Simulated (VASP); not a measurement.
# Ta2Al3 (P6mm) in VASP: further runs

Runs on Ta2Al3. Level: PBE. Tasks: single point, relaxation of cell and atoms.

All numbers are computed with VASP 6.6.1; they aren't measurements. Logs are shortened: lines on timing, memory, paths and dates and some standing lists are left out, and cuts for length are marked.

## Step 1: The cell of the first run

The structure is hexagonal, space group P6mm (No. 183). The conventional cell has a = 4.363 Å, b = 4.363 Å, c = 5.482 Å, α = 90.00°, β = 90.00°, γ = 120.00°. Ta (site symmetry 6mm) has 1 Ta at 2.09 Å and 6 Al at 2.52 Å within 2.8 Å. Ta (site symmetry 6mm) has 1 Ta at 2.09 Å and 6 Al at 2.33 Å within 2.8 Å. Al (site symmetry 2mm) has 4 Al at 2.18 Å and 4 Ta at 2.33 to 2.52 Å within 2.9 Å.

## Step 2: Single point, PBE

The input, INCAR:

```
PREC = Accurate ; ENCUT = 520
EDIFF = 1E-6 ; ISMEAR = 0
SIGMA = 0.1 ; LREAL = F
LASPH = T ; NELM = 100
ALGO = Normal ; ISIF = 2
LWAVE = F ; LCHARG = F
GGA = PE ; NBANDS = 24
```

The input, KPOINTS:

```
Automatic mesh
0
Gamma
  6 6 4
```

The input, POSCAR:

```
Ta2Al3
1.0
    4.3625115600      0.0000000000      0.0000000000
   -2.1812557800      3.7780458400      0.0000000000
    0.0000000000      0.0000000000      5.4822684800
Ta Al
2 3
Direct
    0.0000000000      0.0000000000      0.4319758100
    0.0000000000      0.0000000000      0.8135988200
    0.5000000000      0.0000000000      0.6638710000
    0.0000000000      0.5000000000      0.6638710000
    0.5000000000      0.5000000000      0.6638710000
```

Potentials or basis: VASP PAW PBE potentials, release 64 (Ta_pv, Al).

Command:

```
cat potpaw_PBE.64/Ta_pv/POTCAR potpaw_PBE.64/Al/POTCAR > POTCAR
mpirun -np 1 vasp_std > vasp.out
```

OUTCAR:

```text
PREC = Accurate
   ENCUT = 520
   EDIFF = 1E-6
   ISMEAR = 0
   LREAL = F
   LASPH = T
   NELM = 100
   ISIF = 2
   GGA = PE

 ion  position               nearest neighbor table
   1  0.000  0.000  0.432-   2 2.09   3 2.52   3 2.52   5 2.52   4 2.52   4 2.52   5 2.52   2 3.39

   2  0.000  0.000  0.814-   1 2.09   3 2.33   3 2.33   5 2.33   4 2.33   4 2.33   5 2.33   1 3.39

   3  0.500  0.000  0.664-   4 2.18   5 2.18   5 2.18   4 2.18   2 2.33   2 2.33   1 2.52   1 2.52

   4  0.000  0.500  0.664-   5 2.18   5 2.18   3 2.18   3 2.18   2 2.33   2 2.33   1 2.52   1 2.52

   5  0.500  0.500  0.664-   4 2.18   4 2.18   3 2.18   3 2.18   2 2.33   2 2.33   1 2.52   1 2.52

  LATTYP: Found a hexagonal cell.
 ALAT       =     4.3625115600
 C/A-ratio  =     1.2566771239

  Lattice vectors:

 A1 = (   4.3625115600,   0.0000000000,   0.0000000000)
 A2 = (  -2.1812557800,   3.7780458400,   0.0000000000)
 A3 = (   0.0000000000,   0.0000000000,   5.4822684800)

Analysis of symmetry for initial positions (statically):
=====================================================================
 Subroutine PRICEL returns:
 Original cell was already a primitive cell.

 Routine SETGRP: Setting up the symmetry group for a
 hexagonal supercell.

 Subroutine GETGRP returns: Found 12 space group operations
 (whereof 12 operations were pure point group operations)
 out of a pool of 24 trial point group operations.

The static configuration has the point symmetry C_6v.

Analysis of symmetry for dynamics (positions and initial velocities):
=====================================================================
 Subroutine PRICEL returns:
 Original cell was already a primitive cell.

 Routine SETGRP: Setting up the symmetry group for a
 hexagonal supercell.

 Subroutine GETGRP returns: Found 12 space group operations
 (whereof 12 operations were pure point group operations)
 out of a pool of 24 trial point group operations.

The dynamic configuration has the point symmetry C_6v.

 Subroutine INISYM returns: Found 12 space group operations
 (whereof 12 operations are pure point group operations),
 and found     1 'primitive' translations

----------------------------------------------------------------------------------------

                                     Primitive cell

  volume of cell :      90.3575

  direct lattice vectors                    reciprocal lattice vectors
     4.362511560  0.000000000  0.000000000     0.229225754  0.132343550  0.000000000
    -2.181255780  3.778045840  0.000000000     0.000000000  0.264687101  0.000000000
     0.000000000  0.000000000  5.482268480     0.000000000  0.000000000  0.182406244

  length of vectors
     4.362511560  4.362511564  5.482268480     0.264687101  0.264687101  0.182406244

  position of ions in fractional coordinates (direct lattice)
     0.000000000  0.000000000  0.431975810
     0.000000000  0.000000000  0.813598820
     0.500000000  0.000000000  0.663871000
     0.000000000  0.500000000  0.663871000
     0.500000000  0.500000000  0.663871000

  ion indices of the primitive-cell ions
   primitive index   ion index
                 1           1
                 2           2
                 3           3
                 4           4
                 5           5

----------------------------------------------------------------------------------------

 KPOINTS: Automatic mesh

Automatic generation of k-mesh.
 Grid dimensions read from file:
 generate k-points for:    6    6    4

 Generating k-lattice:

  Cartesian coordinates                     Fractional coordinates (reciprocal lattice)
     0.038204292  0.022057258  0.000000000     0.166666667  0.000000000  0.000000000
     0.000000000  0.044114517  0.000000000     0.000000000  0.166666667  0.000000000
     0.000000000  0.000000000  0.045601561     0.000000000  0.000000000  0.250000000

  Length of vectors
     0.044114517  0.044114517  0.045601561

  Shift w.r.t. Gamma in fractional coordinates (k-lattice)
     0.000000000  0.000000000  0.000000000

 Subroutine IBZKPT returns following result:
 ===========================================

 Found     21 irreducible k-points:

 Following reciprocal coordinates:
            Coordinates               Weight
  0.000000  0.000000  0.000000      1.000000
  0.166667  0.000000  0.000000      6.000000
  0.333333  0.000000  0.000000      6.000000
  0.500000  0.000000  0.000000      3.000000
  0.166667  0.166667  0.000000      6.000000
  0.333333  0.166667  0.000000     12.000000
[... 13 lines left out ...]
  0.333333  0.166667  0.500000     12.000000
  0.333333  0.333333  0.500000      2.000000
   k-points           NKPTS =     21   k-points in BZ     NKDIM =     21   number of bands    NBANDS=     24
   number of dos      NEDOS =    301   number of ions     NIONS =      5
   total plane-waves  NPLWV =  43008
   dimension x,y,z NGX =    32 NGY =   32 NGZ =   42
   dimension x,y,z NGXF=    64 NGYF=   64 NGZF=   84
   ions per type =               2   3
   NGX,Y,Z   is equivalent  to a cutoff of  12.19, 12.19, 12.74 a.u.
   NGXF,Y,Z  is equivalent  to a cutoff of  24.39, 24.39, 25.47 a.u.
 SYSTEM =  unknown system
   PREC   = accura    normal or accurate (medium, high low for compatibility)
   ISTART =      0    job   : 0-new  1-cont  2-samecut
   ICHARG =      2    charge: 1-file 2-atom 10-const
   ISPIN  =      1    spin polarized calculation?
   LNONCOLLINEAR =      F non collinear calculations
   LSORBIT =      F    spin-orbit coupling
   LASPH  =      T    aspherical Exc in radial PAW
   ENCUT  =  520.0 eV  38.22 Ry    6.18 a.u.   8.11  8.11 10.19*2*pi/ulx,y,z
   NELM   =    100;   NELMIN=  2; NELMDL= -5     # of ELM steps
   EDIFF  = 0.1E-05   stopping-criterion for ELM
   LREAL  =      F    real-space projection
   EDIFFG = 0.1E-04   stopping-criterion for IOM
   NSW    =      0    number of steps for IOM
   IBRION =     -1    ionic relax: 0-MD 1-quasi-New 2-CG
   NFREE  =      0    steps in history (QN), initial steepest desc. (CG)
   ISIF   =      2    stress and relaxation
   ISYM   =      2    0-nonsym 1-usesym 2-fastsym
   POTIM  = 0.5000    time-step for ionic-motion
   TEBEG  =    0.0;   TEEND  =   0.0 temperature during run
   PSTRESS=    0.0 pullay stress
   NELECT =      31.0000    total number of electrons
   NUPDOWN=      -1.0000    fix difference up-down
   EMIN   =  10.00;   EMAX   =-10.00  energy-range for DOS
   EFERMI =   0.00;   METHOD = LEGACY
   ISMEAR =     0;   SIGMA  =   0.10  broadening in eV -4-tet -1-fermi 0-gaus
   EFERMI_NEDOS =   21; number of points for ismear=-14 and -15
   IALGO  =     38    algorithm
   IMIX   =      4    mixing-type and parameters
     AMIX     =   0.40;   BMIX     =  1.00
     AMIX_MAG =   1.60;   BMIX_MAG =  1.00
  volume/ion in A,a.u.               =      18.07       121.95
  Fermi-wavevector in a.u.,A,eV,Ry     =   1.146060  2.165739 17.870620  1.313454
  Thomas-Fermi vector in A             =   2.282746
   LORBIT       =      0    0 simple, 1 ext, 2 COOP (PROOUT), +10 PAW based schemes
   GGA     = PE    functional components
   LHFCALC =     F    Hartree Fock is set to
   AEXX    =    0.0000 exact exchange contribution
   IVDW    =     0    specifies the selected vdW correction
   LEPSILON=     F    determine dielectric tensor
   LRPA    =     F    only Hartree local field effects (RPA)
 non-spin polarized calculation
 Gauss-broadening in eV      SIGMA  =   0.10
  energy-cutoff  :      520.00
  volume of cell :       90.36
 maximum number of plane-waves:      2449
   NGX = 17   NGY = 17   NGZ = 21

 number of electron      30.9999998 magnetization

 Free energy of the ion-electron system (eV)
  ---------------------------------------------------
  ext. energy  EPLUGINS =         0.00000000
  ---------------------------------------------------
  free energy    TOTEN  =       -19.99022344 eV

  energy without entropy =      -19.98103505  energy(sigma->0) =      -19.98562925

 E-fermi :   6.0115     XC(G=0): -10.1607

 val. band max:        5.9840266963   @ k =   0.1667   0.0000   0.0000
 cond. band min:       6.0880876680   @ k =   0.3333   0.1667   0.5000
 fundamental gap:      0.1040609717
 Fermi energy:         6.0114784645

 k-point     1 :       0.0000    0.0000    0.0000
  band No.  band energies     occupation
      1     -30.4257      2.00000
      2     -28.4578      2.00000
      3     -28.4578      2.00000
      4     -27.5455      2.00000
      5     -27.5455      2.00000
      6     -25.9764      2.00000
[... 16 lines left out ...]
     23      11.0410      0.00000
     24      13.7248      0.00000

 k-point     2 :       0.1667    0.0000    0.0000
  band No.  band energies     occupation
      1     -30.4242      2.00000
      2     -28.4655      2.00000
      3     -28.4601      2.00000
      4     -27.5494      2.00000
      5     -27.5465      2.00000
      6     -25.9762      2.00000
[... 16 lines left out ...]
     23      11.4515      0.00000
     24      11.6379      0.00000

 k-point     3 :       0.3333    0.0000    0.0000
  band No.  band energies     occupation
      1     -30.4210      2.00000
      2     -28.4809      2.00000
      3     -28.4646      2.00000
      4     -27.5573      2.00000
      5     -27.5486      2.00000
      6     -25.9758      2.00000
[... 16 lines left out ...]
     23      10.8940      0.00000
     24      11.5710      0.00000

 k-point     4 :       0.5000    0.0000    0.0000
  band No.  band energies     occupation
      1     -30.4195      2.00000
      2     -28.4885      2.00000
      3     -28.4668      2.00000
      4     -27.5611      2.00000
      5     -27.5497      2.00000
      6     -25.9755      2.00000
[... 16 lines left out ...]
     23      10.7556      0.00000
     24      11.2923      0.00000

 k-point     5 :       0.1667    0.1667    0.0000
  band No.  band energies     occupation
      1     -30.4218      2.00000
      2     -28.4757      2.00000
      3     -28.4648      2.00000
      4     -27.5546      2.00000
      5     -27.5488      2.00000
      6     -25.9759      2.00000
[... 16 lines left out ...]
     23      11.2967      0.00000
     24      11.5105      0.00000

 k-point     6 :       0.3333    0.1667    0.0000
  band No.  band energies     occupation
      1     -30.4195      2.00000
      2     -28.4849      2.00000
      3     -28.4705      2.00000
      4     -27.5592      2.00000
      5     -27.5516      2.00000
      6     -25.9755      2.00000
[... 16 lines left out ...]
     23      10.8181      0.00000
     24      11.1258      0.00000
[... 298 lines left out ...]
 k-point    18 :       0.5000    0.0000    0.5000
  band No.  band energies     occupation
      1     -30.3680      2.00000
      2     -28.4835      2.00000
      3     -28.4620      2.00000
      4     -27.5674      2.00000
      5     -27.5556      2.00000
      6     -26.0673      2.00000
[... 16 lines left out ...]
     23      10.3940      0.00000
     24      10.8154      0.00000

 k-point    19 :       0.1667    0.1667    0.5000
  band No.  band energies     occupation
      1     -30.3704      2.00000
      2     -28.4707      2.00000
      3     -28.4600      2.00000
      4     -27.5607      2.00000
      5     -27.5548      2.00000
      6     -26.0678      2.00000
[... 16 lines left out ...]
     23      10.3314      0.00000
     24      11.1021      0.00000

 k-point    20 :       0.3333    0.1667    0.5000
  band No.  band energies     occupation
      1     -30.3680      2.00000
      2     -28.4798      2.00000
      3     -28.4656      2.00000
      4     -27.5654      2.00000
      5     -27.5576      2.00000
      6     -26.0673      2.00000
[... 16 lines left out ...]
     23      10.4792      0.00000
     24      10.6812      0.00000

 k-point    21 :       0.3333    0.3333    0.5000
  band No.  band energies     occupation
      1     -30.3673      2.00000
      2     -28.4751      2.00000
      3     -28.4751      2.00000
      4     -27.5628      2.00000
      5     -27.5628      2.00000
      6     -26.0672      2.00000
[... 16 lines left out ...]
     23      10.2739      0.00000
     24      10.2739      0.00000

------------------------ aborting loop because EDIFF is reached ----------------------------------------

  FORCE on cell =-STRESS in cart. coord.  units (eV):
  Direction    XX          YY          ZZ          XY          YZ          ZX
  --------------------------------------------------------------------------------------
  -------------------------------------------------------------------------------------
  Total       50.6946336     50.6946337     33.4719973      0.0000000     -0.0000000      0.0000000
  in kB      898.8939481    898.8939503    593.5100752      0.0000000     -0.0000000      0.0000000
  external PRESSURE =     797.0993245 kB  Pullay stress =       0.0000000 kB

 VOLUME and BASIS-vectors are now :
 -----------------------------------------------------------------------------
  energy-cutoff  :      520.00
  volume of cell :       90.36
      direct lattice vectors                 reciprocal lattice vectors
     4.362511560  0.000000000  0.000000000     0.229225754  0.132343550  0.000000000
    -2.181255780  3.778045840  0.000000000     0.000000000  0.264687101  0.000000000
     0.000000000  0.000000000  5.482268480     0.000000000  0.000000000  0.182406244

 POSITION                                       TOTAL-FORCE (eV/Angst)
 -----------------------------------------------------------------------------------
      0.00000      0.00000      2.36821         0.000000     -0.000000    -15.159923
      0.00000      0.00000      4.46037         0.000000      0.000000     18.591177
      2.18126      0.00000      3.63952        -0.000000      0.000000     -1.143752
     -1.09063      1.88902      3.63952        -0.000000     -0.000000     -1.143752
      1.09063      1.88902      3.63952        -0.000000     -0.000000     -1.143752
 -----------------------------------------------------------------------------------
    total drift:                               -0.000000     -0.000000     -0.000069

  FREE ENERGIE OF THE ION-ELECTRON SYSTEM (eV)
  ---------------------------------------------------
  free  energy   TOTEN  =       -19.9902234370 eV

  energy  without entropy=      -19.9810350549  energy(sigma->0) =      -19.98562925
```

Wall time 33 s (1 thread of Intel Xeon Platinum 8259CL at 2.50GHz (Skylake/Cascade Lake), shared host); peak memory 0.21 GiB.

What came out:

```yaml
Free_energy: -19.9902 eV
Pressure: 79.7 GPa
Largest_force: 18.591 eV/Å
```

Forces on the atoms (eV/Å):
```
Ta    0.000   0.000 -15.160
Ta    0.000   0.000  18.591
Al    0.000   0.000  -1.144
Al    0.000   0.000  -1.144
Al    0.000   0.000  -1.144
```

Caveat: spin-orbit coupling is left out, which moves the levels of the heavy elements; forces of over 1 eV/Å act on the atoms, so gaps and moduli don't describe the material at rest.

[end of part 1 of 2]
